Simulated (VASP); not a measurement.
Write the native input for VASP 6.6.1 that does the following.

```
Task                   : single point
Functional             : PBE
Potentials or basis    : VASP PAW PBE potentials, release 64 (Si, B)
Cutoff                 : 520 eV
k mesh                 : 6 × 6 × 6
Occupations            : gaussian, width 0.1 eV
Spin                   : no spin polarisation
Dipole correction      : no
Further INCAR settings : ALGO = Normal; EDIFF = 1e-07; NBANDS = 20
```

The structure of SiB6 lies in POSCAR:

```
SiB6
1.0
    2.2990309771      1.3273461557      3.6938605164
   -2.2990309771      1.3273461557      3.6938605164
    0.0000000000     -2.6546923048      3.6938605188
Si B
1 6
Direct
    0.6788263170      0.6788263170      0.6788263170
    0.8564640066      0.8564640066      0.8564640066
    0.1150383635      0.7493569390      0.1150383635
    0.1150383635      0.1150383635      0.7493569390
    0.7493569390      0.1150383635      0.1150383635
    0.4994221267      0.4994221267      0.4994221267
    0.3512168138      0.3512168138      0.3512168138
```

The input as run:

INCAR

```
PREC     = Accurate       # precision mode
ENCUT    = 520            # plane-wave cutoff, eV
EDIFF    = 1E-7           # SCF threshold, eV
ISMEAR   = 0              # smearing method
SIGMA    = 0.1            # smearing width, eV
LREAL    = False          # projectors in reciprocal space
LASPH    = True           # aspherical terms in the spheres
NELM     = 100            # most SCF steps
ALGO     = Normal         # electronic algorithm
ISIF     = 2              # what is computed and relaxed
LWAVE    = False          # write WAVECAR
LCHARG   = False          # write CHGCAR
GGA      = PE             # functional
NBANDS   = 20             # bands
```

KPOINTS

```
Automatic mesh
0
Gamma
  6 6 6
```

Potentials or basis: VASP PAW PBE potentials, release 64 (Si, B).

Run with:

```sh
$ cat potpaw_PBE.64/Si/POTCAR potpaw_PBE.64/B/POTCAR > POTCAR
$ mpirun -np 1 vasp_std > vasp.out
```

It gave:

* Pressure: 0.1 GPa
* Largest force: 0.024 eV/Å
* Band gap on the k mesh: zero (band 11 reaches 6.18 eV, above the bottom of band 12 at 4.42 eV)

It took 29 s on 1 thread of Intel(R) Xeon(R) Platinum 8559C (Emerald Rapids), with other jobs on the host, peak memory 0.2 GiB.
